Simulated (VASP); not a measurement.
Wanted: the native input for a VASP 6.6.1 run.

```yaml
Task: single point
Functional: r2SCAN
Potentials_or_basis: VASP PAW PBE potentials, release 64 (B, N)
Cutoff: 520 eV
k_mesh: 12 × 12 × 12
Occupations: gaussian, width 0.05 eV
Spin: no spin polarisation
Dipole_correction: no
Further_INCAR_settings: ALGO = Normal; EDIFF = 1e-06; NBANDS = 11
```

Crystal: BN.

```xyz
2
Lattice="0.0000 1.8674 1.8130 1.8674 0.0000 1.8130 1.8674 1.8674 0.0000" Properties=species:S:1:pos:R:3 pbc="T T T"
B     0.0000    0.0000    0.0000
N     2.8011    2.8011    2.7195
```

This cell differs from its parent crystal: strain +0.030 along x and y, +0.000 along z.

The input as run:

POSCAR

```
BN
1.0
    0.0000000000      1.8673910300      1.8130010000
    1.8673910300      0.0000000000      1.8130010000
    1.8673910300      1.8673910300      0.0000000000
B N
1 1
Direct
    0.0000000000      0.0000000000      0.0000000000
    0.7500000000      0.7500000000      0.7500000000
```

INCAR.step1

```
PREC     = Accurate       # precision mode
ENCUT    = 520            # plane-wave cutoff, eV
ISMEAR   = 0              # smearing method
SIGMA    = 0.05           # smearing width, eV
LREAL    = False          # projectors in reciprocal space
LASPH    = True           # aspherical terms in the spheres
NELM     = 80             # most SCF steps
NBANDS   = 11             # bands
GGA      = PE             # functional
ALGO     = Normal         # electronic algorithm
EDIFF    = 1E-4           # SCF threshold, eV
LWAVE    = True           # write WAVECAR
LCHARG   = False          # write CHGCAR
```

INCAR.step2

```
PREC     = Accurate       # precision mode
ENCUT    = 520            # plane-wave cutoff, eV
EDIFF    = 1E-6           # SCF threshold, eV
ISMEAR   = 0              # smearing method
SIGMA    = 0.05           # smearing width, eV
LREAL    = False          # projectors in reciprocal space
LASPH    = True           # aspherical terms in the spheres
NELM     = 80             # most SCF steps
ALGO     = Normal         # electronic algorithm
ISIF     = 2              # what is computed and relaxed
LWAVE    = False          # write WAVECAR
LCHARG   = False          # write CHGCAR
METAGGA  = R2SCAN         # meta-GGA
LMIXTAU  = True         
NBANDS   = 11             # bands
ISTART   = 1
```

KPOINTS

```
Automatic mesh
0
Gamma
  12 12 12
```

Potentials or basis: VASP PAW PBE potentials, release 64 (B, N).

Launch:

```console
$ cat potpaw_PBE.64/B/POTCAR potpaw_PBE.64/N/POTCAR > POTCAR
$ cp INCAR.step1 INCAR
$ mpirun -np 1 vasp_std > vasp.out
$ cp INCAR.step2 INCAR
$ mpirun -np 1 vasp_std > vasp.out
```

It gave:

```
Pressure               : -24.1 GPa
Band gap on the k mesh : 4.39 eV, indirect (least direct gap 8.88 eV)
```

Caveat: the cell differs from its parent crystal (strain +0.030 along x and y, +0.000 along z); the PAW data sets were made with another functional, which shifts forces and pressure a little.

Run time: 2.1 min on 1 thread of Intel Xeon 8259CL, with other jobs on the host, peak memory 0.14 GiB.
